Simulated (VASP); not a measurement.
## NaCl: single point with PBE

NaCl:

```
Na Cl
1.0
     4.72108    0.00000    0.00000
    -2.36054    4.08857    0.00000
     0.00000    0.00000    5.27375
Na Cl
2 2
Direct
  0.33333 0.66667 0.93750
  0.66667 0.33333 0.43750
  0.33333 0.66667 0.43750
  0.66667 0.33333 0.93750
```

This cell differs from its parent crystal: uniaxial z strain -5.3%.

```
Program                : VASP 6.6.1
Task                   : single point
Functional             : PBE
Potentials or basis    : VASP PAW PBE potentials, release 64 (Na_pv, Cl)
Cutoff                 : 520 eV
k mesh                 : 6 × 6 × 6
Occupations            : fermi-dirac, width 0.02 eV
Spin                   : no spin polarisation
Dipole correction      : no
Further INCAR settings : ALGO = Normal; EDIFF = 1e-06; NBANDS = 22
```

```
Pressure               : 2.6 GPa
Band gap on the k mesh : 5.01 eV
```

Stress tensor (GPa, compression positive):
```
1.43 0.00 0.00
0.00 1.43 0.00
0.00 0.00 4.94
```

Levels at points of the mesh, in eV from the valence-band top:
```tsv
k point	band 10	band 11	band 12	band 13	band 14	band 15	band 16	band 17	band 18	band 19
(0.00, 0.00, 0.00)	-0.87	-0.87	-0.29	-0.29	0.00	5.01	7.93	9.80	9.80	10.91
(0.50, 0.00, 0.00)	-1.11	-1.04	-0.74	-0.55	-0.16	7.29	7.93	9.10	9.19	9.85
(0.00, 0.00, 0.50)	-1.07	-0.59	-0.59	-0.59	-0.59	6.91	6.91	9.63	9.63	9.63
(0.50, 0.00, 0.50)	-1.72	-0.68	-0.68	-0.24	-0.24	7.49	7.49	10.32	10.32	10.91
```

Run time: 2 min on 1 thread of Intel Xeon 8259CL, on a shared host, peak memory 0.2 GiB.

Caveat: the cell differs from its parent crystal (uniaxial z strain -5.3%); the structure was generated, so it needn't be the stable form of NaCl. A k mesh can miss the band edges.
